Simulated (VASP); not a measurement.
Here is a VASP 6.6.1 calculation.

Contents of INCAR:

```
SYSTEM = NbAs
PREC = Accurate
ENCUT = 500
EDIFF = 1E-7
ISMEAR = 0
SIGMA = 0.2
LREAL = .FALSE.
LASPH = .TRUE.
NELM = 120
ALGO = Normal
ISIF = 3
LWAVE = .FALSE.
LCHARG = .FALSE.
GGA = PE
IBRION = 2
NSW = 36
EDIFFG = -0.08
GGA_COMPAT = .FALSE.
NELMIN = 4
```

Contents of KPOINTS:

```
Automatic mesh
0
G
  7 7 6
  0 0 0
```

POSCAR

```
NbAs
1.0
    3.4500000000      0.0000000000      0.0000000000
   -1.7250000000      2.9877876400      0.0000000000
    0.0000000000      0.0000000000      3.5000000000
Nb As
1 1
Direct
    0.0000000000      0.0000000000      0.0000000000
    0.3333333300      0.6666666700      0.5000000000
```

Potentials or basis: VASP PAW PBE potentials, release 64 (Nb_sv, As).

The run is started by

```bash
$ cat potpaw_PBE.64/Nb_sv/POTCAR potpaw_PBE.64/As/POTCAR > POTCAR
$ mpirun -np 1 vasp_std > vasp.out
```

Task: Estimate the band gap on the k mesh.

Result: Zero (band 9 reaches 9.28 eV, above the bottom of band 10 at 9.01 eV).

Task: What does it give for the relaxed volume?

Result: 17.75 Å³/atom.

Final structure:
```cif
data_structure
_symmetry_space_group_name_H-M 'P 1'
_symmetry_Int_Tables_number 1
_cell_length_a 3.4331
_cell_length_b 3.4331
_cell_length_c 3.4772
_cell_angle_alpha 90.000
_cell_angle_beta 90.000
_cell_angle_gamma 120.000
_cell_volume 35.49
loop_
_atom_site_label
_atom_site_type_symbol
_atom_site_fract_x
_atom_site_fract_y
_atom_site_fract_z
_atom_site_occupancy
Nb1 Nb 0.00000 0.00000 0.00000 1
As1 As 0.33333 0.66667 0.50000 1
```
